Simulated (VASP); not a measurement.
A run of VASP 6.6.1 is set up as follows.

The input INCAR:

```
SYSTEM = InP
PREC = Accurate
ENCUT = 520
EDIFF = 1E-6
ISMEAR = 0
SIGMA = 0.1
LREAL = .FALSE.
LASPH = .TRUE.
NELM = 80
ALGO = Normal
ISIF = 2
LWAVE = .FALSE.
LCHARG = .FALSE.
GGA = PE
NBANDS = 16
```

The input KPOINTS:

```
Automatic mesh
0
G
  6 6 6
  0 0 0
```

File POSCAR:

```
InP
1.0
    0.0000000000      2.7724027201      2.7724027201
    2.7724027201      0.0000000000      2.7724027201
    2.7724027201      2.7724027201      0.0000000000
In P
1 1
Direct
    0.0000000000      0.0000000000      0.0000000000
    0.5000000000      0.5000000000      0.5000000000
```

Potentials or basis: VASP PAW PBE potentials, release 64 (In_d, P).

Command:

```console
$ cat potpaw_PBE.64/In_d/POTCAR potpaw_PBE.64/P/POTCAR > POTCAR
$ mpirun -np 1 vasp_std > vasp.out
```

(1) Predict the band gap on the k mesh.

(2) Predict the pressure.

## Answers

(1) zero (bands 9 and 10 overlap by 2.61 eV).

(2) -0.1 GPa.

Caveat: spin-orbit coupling is left out, which moves the levels of the heavy elements.
